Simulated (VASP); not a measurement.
Set up this calculation in VASP 6.6.1, as the native input.

```
Task                   : single point
Functional             : PBE
Potentials or basis    : VASP PAW PBE potentials, release 64 (Co, O)
Cutoff                 : 520 eV
k mesh                 : 12 × 12 × 12
Occupations            : gaussian, width 0.02 eV
Spin                   : collinear spin, ferromagnetic start
Starting moments       : [2.88, 0.24] μB
Hubbard terms          : Co d U = 3.32 eV
Dipole correction      : no
Further INCAR settings : ALGO = Normal; EDIFF = 1e-06; NBANDS = 18
```

The structure of CoO lies in POSCAR:

```
CoO
1.0
    1.5367472030      0.8872414113      2.4735053782
   -1.5367472030      0.8872414113      2.4735053782
    0.0000000000     -1.7744828227      2.4735053782
Co O
1 1
Direct
    0.0000000000      0.0000000000      0.0000000000
    0.5000000000      0.5000000000      0.5000000000
```

These files were run (other wordings do the same):

INCAR

```
ALGO = Normal
EDIFF = 1E-6
ENCUT = 520
GGA = PE
ISIF = 2
ISMEAR = 0
ISPIN = 2
LASPH = True
LCHARG = False
LDAU = True
LDAUJ = 0 0
LDAUL = 2 -1
LDAUPRINT = 1
LDAUTYPE = 2
LDAUU = 3.32 0
LMAXMIX = 4
LORBIT = 11
LREAL = False
LWAVE = False
MAGMOM = 2.88 0.24
NBANDS = 18
NELM = 150
PREC = Accurate
SIGMA = 0.02
```

KPOINTS

```
k-points
0
Gamma
  12 12 12
```

Potentials or basis: VASP PAW PBE potentials, release 64 (Co, O).

Command:

```bash
$ cat potpaw_PBE.64/Co/POTCAR potpaw_PBE.64/O/POTCAR > POTCAR
$ mpirun -np 1 vasp_std > vasp.out
```

Results of the run:

| Property | Result |
| --- | --- |
| Pressure | -7.4 GPa |
| Band gap on the k mesh | zero (filled and empty bands overlap) |
| Net moment | 3.00 μB per cell |
| Site moments | Co +2.73; O +0.25 μB |
| Valence electrons inside the program's atomic spheres | Co 7.73; O 4.98 |

Caveat: a cell with one magnetic atom can't hold antiferromagnetic order, which such compounds often take.

It took 79 s on 1 thread of Intel(R) Xeon(R) Platinum 8488C (Sapphire Rapids), on a shared host, peak memory 0.22 GiB.
